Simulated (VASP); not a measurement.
Wanted: the native input for a VASP 6.6.1 run.

```yaml
Task: single point
Functional: r2SCAN
Potentials_or_basis: VASP PAW PBE potentials, release 64 (Ta_pv, N)
Cutoff: 520 eV
k_mesh: 10 × 10 × 6
Occupations: fermi-dirac, width 0.05 eV
Spin: no spin polarisation
Dipole_correction: no
Further_INCAR_settings: ALGO = Normal; EDIFF = 1e-06; NBANDS = 20
```

The system is Ta2N.

```xyz
3
Lattice="3.0709 0.0000 0.0000 -1.5354 2.6595 0.0000 0.0000 0.0000 4.9036" Properties=species:S:1:pos:R:3 pbc="T T T"
Ta    0.0000    1.7730    1.2617
Ta    1.5354    0.8865    3.6420
N     0.0000    0.0000    0.0000
```

One way to write it, as run:

POSCAR

```
Ta2N
1.0
    3.0708767897      0.0000000000      0.0000000000
   -1.5354383949      2.6594573118      0.0000000000
    0.0000000000      0.0000000000      4.9036442980
Ta N
2 1
Direct
    0.3333333333      0.6666666667      0.2572897617
    0.6666666667      0.3333333333      0.7427102383
    0.0000000000      0.0000000000      0.0000000000
```

INCAR.step1

```
  ALGO = Normal
  EDIFF = 1E-4
  ENCUT = 520
  GGA = PE
  ISMEAR = -1
  LASPH = True
  LCHARG = False
  LREAL = False
  LWAVE = True
  NBANDS = 20
  NELM = 80
  PREC = Accurate
  SIGMA = 0.05
```

INCAR.step2

```
  ALGO = Normal
  EDIFF = 1E-6
  ENCUT = 520
  ISIF = 2
  ISMEAR = -1
  ISTART = 1
  LASPH = True
  LCHARG = False
  LMIXTAU = True
  LREAL = False
  LWAVE = False
  METAGGA = R2SCAN
  NBANDS = 20
  NELM = 80
  PREC = Accurate
  SIGMA = 0.05
```

KPOINTS

```
k-points
0
Gamma
  10 10 6
```

Potentials or basis: VASP PAW PBE potentials, release 64 (Ta_pv, N).

Run with:

```console
$ cat potpaw_PBE.64/Ta_pv/POTCAR potpaw_PBE.64/N/POTCAR > POTCAR
$ cp INCAR.step1 INCAR
$ mpirun -np 1 vasp_std > vasp.out
$ cp INCAR.step2 INCAR
$ mpirun -np 1 vasp_std > vasp.out
```

Results of the run:

The pressure is 1.1 GPa, the largest force is 0.077 eV/Å and the band gap on the k mesh is zero (an odd number of electrons rules out a gap without spin polarisation).

Caveat: the PAW data sets were made with another functional, which shifts forces and pressure a little; spin-orbit coupling is left out, which moves the levels of the heavy elements.

It took 2.3 min on 1 thread of Intel Xeon 8259CL (shared host), peak memory 0.2 GiB.
